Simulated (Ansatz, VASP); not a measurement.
## One calculation of ZnRe3, two programs

INCAR

```
SYSTEM = ZnRe3
ALGO     = Normal         ! electronic algorithm
EDIFF    = 1E-6           ! SCF threshold, eV
ENCUT    = 520            ! plane-wave cutoff, eV
GGA      = PE             ! functional
ISIF     = 2              ! what is computed and relaxed
ISMEAR   = 0              ! smearing method
LASPH    = .True.         ! aspherical terms in the spheres
LCHARG   = .True.         ! write CHGCAR
LELF     = .True.         ! ELF
LREAL    = .False.        ! projectors in reciprocal space
LVHAR    = .True.       
LWAVE    = .False.        ! write WAVECAR
NBANDS   = 24             ! bands
NELM     = 100            ! most SCF steps
PREC     = Accurate       ! precision mode
SIGMA    = 0.1            ! smearing width, eV
```

KPOINTS

```
k-points
0
Gamma
  6 6 6
  0 0 0
```

File POSCAR:

```
ZnRe3
1.0
    0.0000000000      3.1093121409      3.1093121409
    3.1093121409      0.0000000000      3.1093121409
    3.1093121409      3.1093121409      0.0000000000
Zn Re
1 3
Direct
    0.0000000000      0.0000000000      0.0000000000
    0.2500000000      0.2500000000      0.2500000000
    0.5000000000      0.5000000000      0.5000000000
    0.7500000000      0.7500000000      0.7500000000
```

Input for Ansatz:

```yaml
crystal:
  lattice:
    - [0.0, 3.1093121409, 3.1093121409]
    - [3.1093121409, 0.0, 3.1093121409]
    - [3.1093121409, 3.1093121409, 0.0]
  atoms:
    - { symbol: Zn, position: [0.0, 0.0, 0.0] }
    - { symbol: Re, position: [0.25, 0.25, 0.25] }
    - { symbol: Re, position: [0.5, 0.5, 0.5] }
    - { symbol: Re, position: [0.75, 0.75, 0.75] }
basis:
  ecutwfc: 420
kpoints:
  mp_grid: { grid: [6, 6, 6] }
hamiltonian:
  xc: pbe
scf:
  occupations: { method: gaussian, width: 0.1 }
output:
  forces: true
  stress: true
  eigenvalues: true
```

Alike in both runs: task single point; functional PBE; k mesh 6 × 6 × 6; occupations gaussian, width 0.1 eV; no spin polarisation.

```csv
,VASP,Ansatz
version,VASP 6.6.1,Ansatz 0.2.0
potentials or method,"VASP PAW PBE potentials, release 64 (Zn, Re), cutoff 520 eV","scalar-relativistic, plane waves, PAW"
valence electrons in the cell,33,57
```

Ansatz gave:

| Property | Result |
| --- | --- |
| gap on the k mesh at the Fermi level (eV) | none |
| pressure (GPa) | -6.1 |

Task: Estimate VASP's values.

Result: gap on the k mesh at the Fermi level (eV): none; pressure (GPa): -6.6.

A gap of «none» marks a metal or a gap that the smearing closes. VASP's potentials hold 33 valence electrons a cell and Ansatz's 57, so a difference there can come from the potentials and not from the codes.

Neither program's run includes spin-orbit coupling.
